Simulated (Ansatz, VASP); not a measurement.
## One calculation of RbCd, two programs

INCAR

```
SYSTEM = RbCd
PREC = Accurate ; ENCUT = 520
EDIFF = 1E-6 ; ISMEAR = 0
SIGMA = 0.1 ; LREAL = .False.
LASPH = .True. ; NELM = 80
ALGO = Normal ; ISIF = 2
LWAVE = .False. ; LCHARG = .False.
GGA = PE ; NBANDS = 18
```

File KPOINTS:

```
regular mesh
0
Gamma
  4 4 4
  0 0 0
```

The input POSCAR:

```
RbCd
1.0
    4.7473294900      0.0000000000      0.0000000000
    0.0000000000      4.7473294900      0.0000000000
    0.0000000000      0.0000000000      4.7473294900
Rb Cd
1 1
Direct
    0.0000000000      0.0000000000      0.0000000000
    0.5000000000      0.5000000000      0.5000000000
```

Input for Ansatz:

```yaml
crystal:
  lattice:
    - [4.74732949, 0.0, 0.0]
    - [0.0, 4.74732949, 0.0]
    - [0.0, 0.0, 4.74732949]
  atoms:
    - { symbol: Rb, position: [0.0, 0.0, 0.0] }
    - { symbol: Cd, position: [0.5, 0.5, 0.5] }
basis:
  ecutwfc: 420
kpoints:
  mp_grid: { grid: [4, 4, 4] }
hamiltonian:
  xc: pbe
scf:
  occupations: { method: gaussian, width: 0.1 }
  lower_state_search: "off"
output:
  forces: true
  stress: true
  eigenvalues: true
```

Alike in both runs: task single point; functional PBE; k mesh 4 × 4 × 4; occupations gaussian, width 0.1 eV; no spin polarisation.

|  | VASP | Ansatz |
| --- | --- | --- |
| version | VASP 6.6.1 | Ansatz 0.2.0 |
| potentials or method | VASP PAW PBE potentials, release 64 (Rb_sv, Cd), cutoff 520 eV | scalar-relativistic, plane waves, PAW |
| valence electrons in the cell | 21 | 29 |

|  | VASP | Ansatz | Ansatz less VASP |
| --- | --- | --- | --- |
| gap on the k mesh at the Fermi level (eV) | none | none | - |
| pressure (GPa) | -0.9 | -0.9 | 0.00 |

A gap of «none» marks a metal or a gap that the smearing closes. VASP's potentials hold 21 valence electrons a cell and Ansatz's 29, so a difference there can come from the potentials and not from the codes.
